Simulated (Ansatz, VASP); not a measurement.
# One calculation of ZnCu, two programs

```
CELL_PARAMETERS angstrom
2.98375 0.00000 0.00000
0.00000 2.98375 0.00000
0.00000 0.00000 2.98375
ATOMIC_POSITIONS crystal
Zn 0.50000 0.50000 0.50000
Cu 0.00000 0.00000 0.00000
```

Change from the starting cell: volume scaled by 1.04.

Alike in both runs: task single point; functional PBE; k mesh 9 × 9 × 9; occupations fermi-dirac, width 0.05 eV; no spin polarisation.

```csv
,VASP,Ansatz
version,VASP 6.6.1,Ansatz 0.2.0
potentials or method,"VASP PAW PBE potentials, release 64 (Zn, Cu), cutoff 520 eV","all-electron LAPW, scalar-relativistic"
```

VASP gave:

```
gap on the k mesh at the Fermi level (eV) : none
pressure (GPa)                            : -1.5
```

Task: What did Ansatz give for the same quantities?

Result: gap on the k mesh at the Fermi level (eV): none; pressure (GPa): -2.0.

A gap of «none» marks a metal or a gap that the smearing closes. Ansatz ran all-electron here, and VASP with PAW potentials.
